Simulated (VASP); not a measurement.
Crystal: VSi2.

```xyz
9
Lattice="4.5348 0.0000 0.0000 -2.2674 3.9273 0.0000 0.0000 0.0000 6.3189" Properties=species:S:1:pos:R:3 pbc="T T T"
V     2.2674    0.0000    3.1595
V     1.1337    1.9636    5.2658
V    -1.1337    1.9636    1.0532
Si    1.1053    0.6382    1.0532
Si    3.4295    0.6382    5.2658
Si    0.0000    1.2763    3.1595
Si    1.1621    3.2891    1.0532
Si   -1.1621    3.2891    5.2658
Si    2.2674    2.6509    3.1595
```

Base run:

```yaml
Program: VASP 6.6.1
Functional: PBE
Potentials_or_basis: VASP PAW PBE potentials, release 64 (V_sv, Si)
Cutoff: 520 eV
k_mesh: 7 × 7 × 4
Occupations: fermi-dirac, width 0.05 eV
Spin: collinear spin, ferromagnetic start
Starting_moments: "[2.0, 2.0, 2.0, 0.0, 0.0, 0.0, 0.0, 0.0, 0.0] μB"
```

Its results: pressure 4.0 GPa; net moment 0.01 μB per cell; largest force 0.069 eV/Å.

Question: The run is repeated on the same cell with these changes: functional from PBE to LDA; potentials or basis from VASP PAW PBE potentials, release 64 (V_sv, Si) to VASP PAW LDA potentials, release 64 (V_sv, Si). What comes out?

Answer: Pressure -4.4 GPa; net moment 0.00 μB per cell; largest force 0.102 eV/Å.

Caveats: the moments typed at the start vanished in this run; the cell stands under pressure (at least some runs); the cell stands under tension (at least some runs).
